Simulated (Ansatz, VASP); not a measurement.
## Two plane-wave programs on MgSi4N2

Contents of INCAR:

```
SYSTEM = MgSi4N2
ALGO     = Normal         ! electronic algorithm
EDIFF    = 1E-6           ! SCF threshold, eV
EDIFFG   = -0.04          ! ionic threshold
ENCUT    = 600            ! plane-wave cutoff, eV
GGA      = PE             ! functional
IBRION   = 2              ! ionic algorithm
ISIF     = 3              ! what is computed and relaxed
ISMEAR   = 0              ! smearing method
LASPH    = .TRUE.         ! aspherical terms in the spheres
LCHARG   = .FALSE.        ! write CHGCAR
LREAL    = .FALSE.        ! projectors in reciprocal space
LWAVE    = .FALSE.        ! write WAVECAR
NELM     = 60             ! most SCF steps
NSW      = 90             ! ionic steps
PREC     = Accurate       ! precision mode
SIGMA    = 0.1            ! smearing width, eV
```

Contents of KPOINTS:

```
k-points
0
G
  8 8 8
  0 0 0
```

File POSCAR:

```
MgSi4N2
1.0
   -1.3971101700      2.3669189300      3.9612067100
    1.3971101700     -2.3669189300      3.9612067100
    1.3971101700      2.3669189300     -3.9612067100
Mg Si N
1 4 2
Direct
    0.0000000000      0.5000000000      0.5000000000
    0.8915721100      0.2101918600      0.6813802500
    0.4711883900      0.7898081400      0.6813802500
    0.5288116100      0.2101918600      0.3186197500
    0.1084278900      0.7898081400      0.3186197500
    0.3290336300      0.0000000000      0.3290336300
    0.6709663700      0.0000000000      0.6709663700
```

Input for Ansatz:

```yaml
crystal:
  lattice:
    - [-1.39711017, 2.36691893, 3.96120671]
    - [1.39711017, -2.36691893, 3.96120671]
    - [1.39711017, 2.36691893, -3.96120671]
  atoms:
    - { symbol: Mg, position: [0.0, 0.5, 0.5] }
    - { symbol: Si, position: [0.89157211, 0.21019186, 0.68138025] }
    - { symbol: Si, position: [0.47118839, 0.78980814, 0.68138025] }
    - { symbol: Si, position: [0.52881161, 0.21019186, 0.31861975] }
    - { symbol: Si, position: [0.10842789, 0.78980814, 0.31861975] }
    - { symbol: "N", position: [0.32903363, 0.0, 0.32903363] }
    - { symbol: "N", position: [0.67096637, 0.0, 0.67096637] }
basis:
  ecutwfc: 420
kpoints:
  mp_grid: { grid: [8, 8, 8] }
hamiltonian:
  xc: pbe
scf:
  occupations: { method: gaussian, width: 0.1 }
  lower_state_search: "off"
output:
  forces: true
  stress: true
  eigenvalues: true
relax:
  adjacent_minimum: "off"
  f_tol: 0.04
  max_steps: 70
  cell: { stress_tol: 0.4 }
```

Alike in both runs: task relaxation of cell and atoms; functional PBE; k mesh 8 × 8 × 8; occupations gaussian, width 0.1 eV; no spin polarisation.

|  | VASP | Ansatz |
| --- | --- | --- |
| version | VASP 6.6.1 | Ansatz 0.2.0 |
| potentials or method | VASP PAW PBE potentials, release 64 (Mg, Si, N), cutoff 600 eV | scalar-relativistic, plane waves, PAW |
| valence electrons in the cell | 28 | 36 |

|  | VASP | Ansatz | Ansatz less VASP |
| --- | --- | --- | --- |
| gap on the k mesh at the Fermi level, each at its own relaxed structure (eV) | none | none | - |
| relaxed volume (Å³/atom) | 14.66 | 15.07 | +0.405 |
| relaxed cell length with the largest relative difference (Å) | 5.822 | 5.852 | +0.0307 |

A gap of «none» marks a metal or a gap that the smearing closes. VASP's potentials hold 28 valence electrons a cell and Ansatz's 36, so a difference there can come from the potentials and not from the codes.

Noted on VASP's run: the volume moved by over 15 % at a fixed basis, so the end points are rough.
